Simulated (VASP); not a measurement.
Runs of VASP 6.6.1 on Si3N4. The structure is that of space group Fd-3m (No. 227), or close to it. The cells are those of the table. 

```tsv
task	cell	k mesh	cutoff (eV)	smearing	gap on the mesh (eV)	pressure (GPa)	relaxed volume (Å³/atom)	largest force (eV/Å)
single point	a = 5.436 Å, angles 60.0°, 14 atoms	4 × 4 × 4	520	gaussian 0.1 eV	(b)	1.1	-	0.02
single point	a = 5.438 Å, angles 60.0°, 14 atoms	6 × 6 × 6	520	gaussian 0.02 eV	3.35	0.7	-	0.01
relaxation of cell and atoms	relaxed from a = 5.436 Å, angles 60.0°, 14 atoms	6 × 6 × 6	600	gaussian 0.02 eV	(a)	0.0	8.14	-
relaxation of cell and atoms	relaxed from a = 5.507 Å, angles 60.0°, 14 atoms	4 × 4 × 4	600	gaussian 0.1 eV	3.37	0.1	8.14	-
```

Alike in all rows: level LDA; potentials or basis VASP PAW LDA potentials, release 64 (Si, N); no spin polarisation.

Q: Fill in the values left out.

A: (a) 3.34; (b) 3.38.

A k mesh can miss the band edges.
